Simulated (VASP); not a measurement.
# BN (P-6m2) in VASP: further runs

Runs on BN. Level: PBEsol. Tasks: single point.

Everything below comes from runs of VASP 6.6.1. Logs are shortened: lines on timing, memory, paths and dates and some standing lists are left out, and cuts for length are marked.

### Step 1. The cell of the first run

It takes space group P-6m2 (No. 187, hexagonal). The conventional cell has a = 2.435 Å, b = 2.435 Å, c = 6.489 Å, α = 90.00°, β = 90.00°, γ = 120.00°. Within 1.9 Å of B (site symmetry -6m2) lie 3 N at 1.41 Å. Within 1.9 Å of B (site symmetry -6m2) lie 3 N at 1.41 Å. Within 1.9 Å of N (site symmetry -6m2) lie 3 B at 1.41 Å. Within 1.9 Å of N (site symmetry -6m2) lie 3 B at 1.41 Å.

### Step 2. Single point, PBEsol (strain -0.030 along x and y, -0.030 along z)

Contents of INCAR:

```
ALGO = Normal
EDIFF = 1E-7
ENCUT = 520
GGA = PS
ISIF = 2
ISMEAR = 0
LASPH = True
LCHARG = True
LELF = True
LREAL = False
LVHAR = True
LWAVE = False
NBANDS = 16
NELM = 60
PREC = Accurate
SIGMA = 0.05
```

Contents of KPOINTS:

```
k-points
0
Gamma
  12 12 4
```

Contents of POSCAR:

```
BN
1.0
    2.4346984193      0.0000000000      0.0000000000
   -1.2173492096      2.1085106816      0.0000000000
    0.0000000000      0.0000000000      6.4893000000
B N
2 2
Direct
    0.0000000000      0.0000000000      0.5000000000
    0.3333333333      0.6666666667      0.0000000000
    0.0000000000      0.0000000000      0.0000000000
    0.6666666667      0.3333333333      0.5000000000
```

Potentials or basis: VASP PAW PBE potentials, release 64 (B, N).

On the command line:

```sh
$ cat potpaw_PBE.64/B/POTCAR potpaw_PBE.64/N/POTCAR > POTCAR
$ mpirun -np 1 vasp_std > vasp.out
```

OUTCAR:

```text
EDIFF = 1E-7
   ENCUT = 520
   GGA = PS
   ISIF = 2
   ISMEAR = 0
   LASPH = True
   LREAL = False
   NELM = 60
   PREC = Accurate

 ion  position               nearest neighbor table
   1  0.000  0.000  0.500-   4 1.41   4 1.41   4 1.41
   2  0.333  0.667  0.000-   3 1.41   3 1.41   3 1.41
   3  0.000  0.000  0.000-   2 1.41   2 1.41   2 1.41
   4  0.667  0.333  0.500-   1 1.41   1 1.41   1 1.41

  LATTYP: Found a hexagonal cell.
 ALAT       =     2.4346984193
 C/A-ratio  =     2.6653403759

  Lattice vectors:

 A1 = (   2.4346984193,   0.0000000000,   0.0000000000)
 A2 = (  -1.2173492096,   2.1085106816,   0.0000000000)
 A3 = (   0.0000000000,   0.0000000000,   6.4893000000)

Analysis of symmetry for initial positions (statically):
=====================================================================
 Subroutine PRICEL returns:
 Original cell was already a primitive cell.

 Routine SETGRP: Setting up the symmetry group for a
 hexagonal supercell.

 Subroutine GETGRP returns: Found 12 space group operations
 (whereof 12 operations were pure point group operations)
 out of a pool of 24 trial point group operations.

The static configuration has the point symmetry D_3h.

Analysis of symmetry for dynamics (positions and initial velocities):
=====================================================================
 Subroutine PRICEL returns:
 Original cell was already a primitive cell.

 Routine SETGRP: Setting up the symmetry group for a
 hexagonal supercell.

 Subroutine GETGRP returns: Found 12 space group operations
 (whereof 12 operations were pure point group operations)
 out of a pool of 24 trial point group operations.

The dynamic configuration has the point symmetry D_3h.

 Subroutine INISYM returns: Found 12 space group operations
 (whereof 12 operations are pure point group operations),
 and found     1 'primitive' translations

----------------------------------------------------------------------------------------

                                     Primitive cell

  volume of cell :      33.3134

  direct lattice vectors                    reciprocal lattice vectors
     2.434698419  0.000000000  0.000000000     0.410728488  0.237134203  0.000000000
    -1.217349210  2.108510682  0.000000000     0.000000000  0.474268406  0.000000000
[... 83 lines left out ...]
   ISPIN  =      1    spin polarized calculation?
   LNONCOLLINEAR =      F non collinear calculations
   LSORBIT =      F    spin-orbit coupling
   LASPH  =      T    aspherical Exc in radial PAW
   ENCUT  =  520.0 eV  38.22 Ry    6.18 a.u.   4.53  4.53 12.07*2*pi/ulx,y,z
   NELM   =     60;   NELMIN=  2; NELMDL= -5     # of ELM steps
   EDIFF  = 0.1E-06   stopping-criterion for ELM
   LREAL  =      F    real-space projection
   EDIFFG = 0.1E-05   stopping-criterion for IOM
   NSW    =      0    number of steps for IOM
   IBRION =     -1    ionic relax: 0-MD 1-quasi-New 2-CG
   NFREE  =      0    steps in history (QN), initial steepest desc. (CG)
   ISIF   =      2    stress and relaxation
   ISYM   =      2    0-nonsym 1-usesym 2-fastsym
   POTIM  = 0.5000    time-step for ionic-motion
   TEBEG  =    0.0;   TEEND  =   0.0 temperature during run
   PSTRESS=    0.0 pullay stress
   NELECT =      16.0000    total number of electrons
   NUPDOWN=      -1.0000    fix difference up-down
   EMIN   =  10.00;   EMAX   =-10.00  energy-range for DOS
   EFERMI =   0.00;   METHOD = LEGACY
   ISMEAR =     0;   SIGMA  =   0.05  broadening in eV -4-tet -1-fermi 0-gaus
   EFERMI_NEDOS =   21; number of points for ismear=-14 and -15
   IALGO  =     38    algorithm
   IMIX   =      4    mixing-type and parameters
     AMIX     =   0.40;   BMIX     =  1.00
     AMIX_MAG =   1.60;   BMIX_MAG =  1.00
  volume/ion in A,a.u.               =       8.33        56.20
  Fermi-wavevector in a.u.,A,eV,Ry     =   1.282061  2.422743 22.363615  1.643679
  Thomas-Fermi vector in A             =   2.414394
   LORBIT       =      0    0 simple, 1 ext, 2 COOP (PROOUT), +10 PAW based schemes
   GGA     = PS    functional components
   LHFCALC =     F    Hartree Fock is set to
   AEXX    =    0.0000 exact exchange contribution
   IVDW    =     0    specifies the selected vdW correction
   LEPSILON=     F    determine dielectric tensor
   LRPA    =     F    only Hartree local field effects (RPA)
 non-spin polarized calculation
 Gauss-broadening in eV      SIGMA  =   0.05
  energy-cutoff  :      520.00
  volume of cell :       33.31
 maximum number of plane-waves:       924
   NGX =  9   NGY =  9   NGZ = 25

 number of electron      16.0000003 magnetization

 Free energy of the ion-electron system (eV)
  ---------------------------------------------------
  ext. energy  EPLUGINS =         0.00000000
  ---------------------------------------------------
  free energy    TOTEN  =       -36.35059875 eV

  energy without entropy =      -36.35059875  energy(sigma->0) =      -36.35059875

 E-fermi :   3.1271     XC(G=0): -10.6422

 val. band max:        2.8027977549   @ k =   0.3333   0.3333   0.5000
 cond. band min:       7.1924333913   @ k =   0.5000   0.0000   0.0000
 fundamental gap:      4.3896356364
 Fermi energy:         3.1270797302

 k-point     1 :       0.0000    0.0000    0.0000
  band No.  band energies     occupation
      1     -15.5569      2.00000
      2     -15.1920      2.00000
      3      -4.0793      2.00000
      4      -1.7262      2.00000
      5       1.5074      2.00000
      6       1.5074      2.00000
[... 433 lines left out ...]
      3      -4.3572      2.00000
      4      -4.2169      2.00000
      5      -0.9453      2.00000
      6      -0.8258      2.00000
[... 8 lines left out ...]
     15      20.2601      0.00000
     16      22.0965      0.00000

 [... further k-points ...]
[... 5 lines left out ...]
  --------------------------------------------------------------------------------------
  -------------------------------------------------------------------------------------
  Total        7.4535997      7.4535997      0.2735399      0.0000000     -0.0000000      0.0000000
  in kB      358.4741265    358.4741265     13.1556526      0.0000000     -0.0000000      0.0000000
  external PRESSURE =     243.3679686 kB  Pullay stress =       0.0000000 kB

 VOLUME and BASIS-vectors are now :
 -----------------------------------------------------------------------------
  energy-cutoff  :      520.00
  volume of cell :       33.31
      direct lattice vectors                 reciprocal lattice vectors
     2.434698419  0.000000000  0.000000000     0.410728488  0.237134203  0.000000000
    -1.217349210  2.108510682  0.000000000     0.000000000  0.474268406  0.000000000
     0.000000000  0.000000000  6.489300000     0.000000000  0.000000000  0.154099826

 POSITION                                       TOTAL-FORCE (eV/Angst)
 -----------------------------------------------------------------------------------
      0.00000      0.00000      3.24465         0.000000     -0.000000      0.000000
     -0.00000      1.40567      0.00000        -0.000000      0.000000      0.000000
      0.00000      0.00000      0.00000        -0.000000      0.000000      0.000000
      1.21735      0.70284      3.24465        -0.000000      0.000000      0.000000
 -----------------------------------------------------------------------------------
    total drift:                                0.000003     -0.000002     -0.000000

  FREE ENERGIE OF THE ION-ELECTRON SYSTEM (eV)
  ---------------------------------------------------
  free  energy   TOTEN  =       -36.3505987548 eV

  energy  without entropy=      -36.3505987548  energy(sigma->0) =      -36.35059875
```

Run time: 21 s. Hardware: 1 thread of Intel Xeon Platinum 8259CL at 2.50GHz (Skylake/Cascade Lake), shared host; peak memory 0.15 GiB.

Results:

| Item | Value |
| --- | --- |
| Free energy | -36.3506 eV |
| Pressure | 24.3 GPa |
| Band gap on the k mesh | 4.39 eV, indirect (least direct gap 4.59 eV) |

Stress tensor (GPa, compression positive):
```
35.85  0.00  0.00
 0.00 35.85  0.00
 0.00  0.00  1.32
```

Caveat: the cell differs from its parent crystal (strain -0.030 along x and y, -0.030 along z); the PAW data sets were made with another functional, which shifts forces and pressure a little; this functional lacks dispersion, which binds the layers, so the pressure and a relaxed spacing across them are unreliable.

### Step 3. Single point, PBEsol (strain -0.030 along x and y, -0.015 along z)

Contents of INCAR:

```
SYSTEM = BN
PREC = Accurate
ENCUT = 520
EDIFF = 1E-7
ISMEAR = 0
SIGMA = 0.05
LREAL = .FALSE.
LASPH = .TRUE.
NELM = 100
ALGO = Normal
ISIF = 2
LWAVE = .FALSE.
LCHARG = .FALSE.
GGA = PS
NBANDS = 16
```

Contents of KPOINTS:

```
regular mesh
0
G
  12 12 4
  0 0 0
```

Edit POSCAR of step 2 so:

```diff
@@ -4,3 +4,3 @@
    -1.2173492096      2.1085106816      0.0000000000
-    0.0000000000      0.0000000000      6.4893000000
+    0.0000000000      0.0000000000      6.5896500000
 B N
```

Potentials or basis: VASP PAW PBE potentials, release 64 (B, N).

On the command line:

```sh
$ cat potpaw_PBE.64/B/POTCAR potpaw_PBE.64/N/POTCAR > POTCAR
$ mpirun -np 1 vasp_std > vasp.out
```

Run time: 22 s. Hardware: 1 thread of Intel Xeon Platinum 8259CL at 2.50GHz (Skylake/Cascade Lake), shared host; peak memory 0.15 GiB.

It converged, with:

- Free energy: -36.3547 eV
- Pressure: 23.8 GPa
- Band gap on the k mesh: 4.40 eV, indirect (least direct gap 4.62 eV)

Stress tensor (GPa, compression positive):
```
35.30  0.00  0.00
 0.00 35.30  0.00
 0.00  0.00  0.88
```

Levels at points of the mesh, in eV from the valence-band top:
| k point | band 4 | band 5 | band 6 | band 7 | band 8 | band 9 | band 10 | band 11 | band 12 | band 13 |
| --- | --- | --- | --- | --- | --- | --- | --- | --- | --- | --- |
| (0.00, 0.00, 0.00) | -4.62 | -1.28 | -1.28 | -1.18 | -1.18 | 5.00 | 10.43 | 12.17 | 12.17 | 12.29 |
| (0.50, 0.00, 0.00) | -9.19 | -4.34 | -4.23 | -1.43 | -0.80 | 4.40 | 5.61 | 10.34 | 10.47 | 12.99 |
| (0.00, 0.00, 0.50) | -5.80 | -1.28 | -1.28 | -1.19 | -1.19 | 7.51 | 7.53 | 12.19 | 12.19 | 12.27 |
| (0.50, 0.00, 0.50) | -9.24 | -4.33 | -4.23 | -1.11 | -1.01 | 4.70 | 4.75 | 10.66 | 10.73 | 13.81 |

Caveat: the cell differs from its parent crystal (strain -0.030 along x and y, -0.015 along z); the PAW data sets were made with another functional, which shifts forces and pressure a little; this functional lacks dispersion, which binds the layers, so the pressure and a relaxed spacing across them are unreliable. A k mesh can miss the band edges.

### Step 4. Single point, PBEsol (strain -0.030 along x and y, +0.000 along z)

Contents of INCAR:

```
SYSTEM = BN
ALGO = Normal
EDIFF = 1E-6
ENCUT = 520
GGA = PS
ISIF = 2
ISMEAR = 0
LASPH = .True.
LCHARG = .False.
LREAL = .False.
LWAVE = .False.
NBANDS = 16
NELM = 100
PREC = Accurate
SIGMA = 0.05
```

Contents of KPOINTS:

```
k-points
0
Gamma
  12 12 4
  0 0 0
```

Edit POSCAR of step 3 so:

```diff
@@ -4,3 +4,3 @@
    -1.2173492096      2.1085106816      0.0000000000
-    0.0000000000      0.0000000000      6.5896500000
+    0.0000000000      0.0000000000      6.6900000000
 B N
```

Potentials or basis: VASP PAW PBE potentials, release 64 (B, N).

On the command line:

```sh
$ cat potpaw_PBE.64/B/POTCAR potpaw_PBE.64/N/POTCAR > POTCAR
$ mpirun -np 1 vasp_std > vasp.out
```

OUTCAR:

```text
SYSTEM = BN
   EDIFF = 1E-6
   ENCUT = 520
   GGA = PS
   ISIF = 2
   ISMEAR = 0
   LASPH = .True.
   LREAL = .False.
   NELM = 100
   PREC = Accurate

 ion  position               nearest neighbor table
   1  0.000  0.000  0.500-   4 1.41   4 1.41   4 1.41
   2  0.333  0.667  0.000-   3 1.41   3 1.41   3 1.41
   3  0.000  0.000  0.000-   2 1.41   2 1.41   2 1.41
   4  0.667  0.333  0.500-   1 1.41   1 1.41   1 1.41

  LATTYP: Found a hexagonal cell.
 ALAT       =     2.4346984193
 C/A-ratio  =     2.7477735834
[... 645 lines left out ...]
     15      19.8706      0.00000
     16      21.6129      0.00000

 [... further k-points ...]
[... 5 lines left out ...]
  --------------------------------------------------------------------------------------
  -------------------------------------------------------------------------------------
  Total        7.4534982      7.4534982      0.1127058      0.0000000      0.0000000      0.0000000
  in kB      347.7151670    347.7151669      5.2578706      0.0000000      0.0000000      0.0000000
  external PRESSURE =     233.5627348 kB  Pullay stress =       0.0000000 kB

 VOLUME and BASIS-vectors are now :
 -----------------------------------------------------------------------------
  energy-cutoff  :      520.00
  volume of cell :       34.34
      direct lattice vectors                 reciprocal lattice vectors
     2.434698419  0.000000000  0.000000000     0.410728488  0.237134203  0.000000000
    -1.217349210  2.108510682  0.000000000     0.000000000  0.474268406  0.000000000
     0.000000000  0.000000000  6.690000000     0.000000000  0.000000000  0.149476831

 POSITION                                       TOTAL-FORCE (eV/Angst)
 -----------------------------------------------------------------------------------
      0.00000      0.00000      3.34500         0.000000      0.000000      0.000000
     -0.00000      1.40567      0.00000         0.000000     -0.000000      0.000000
      0.00000      0.00000      0.00000        -0.000000      0.000000      0.000000
      1.21735      0.70284      3.34500        -0.000000      0.000000      0.000000
 -----------------------------------------------------------------------------------
    total drift:                                0.000003     -0.000002     -0.000000

  FREE ENERGIE OF THE ION-ELECTRON SYSTEM (eV)
  ---------------------------------------------------
  free  energy   TOTEN  =       -36.3575826559 eV

  energy  without entropy=      -36.3575826559  energy(sigma->0) =      -36.35758266
```

It took 20 s on 1 thread of Intel Xeon Platinum 8259CL at 2.50GHz (Skylake/Cascade Lake), shared host; peak memory 0.15 GiB.

What came out:

| Item | Value |
| --- | --- |
| Free energy | -36.3576 eV |
| Pressure | 23.4 GPa |
| Band gap on the k mesh | 4.42 eV, indirect (least direct gap 4.65 eV) |

Caveat: the cell differs from its parent crystal (strain -0.030 along x and y, +0.000 along z); the PAW data sets were made with another functional, which shifts forces and pressure a little; this functional lacks dispersion, which binds the layers, so the pressure and a relaxed spacing across them are unreliable. A k mesh can miss the band edges.

(Part 1 of 2 ends here.)
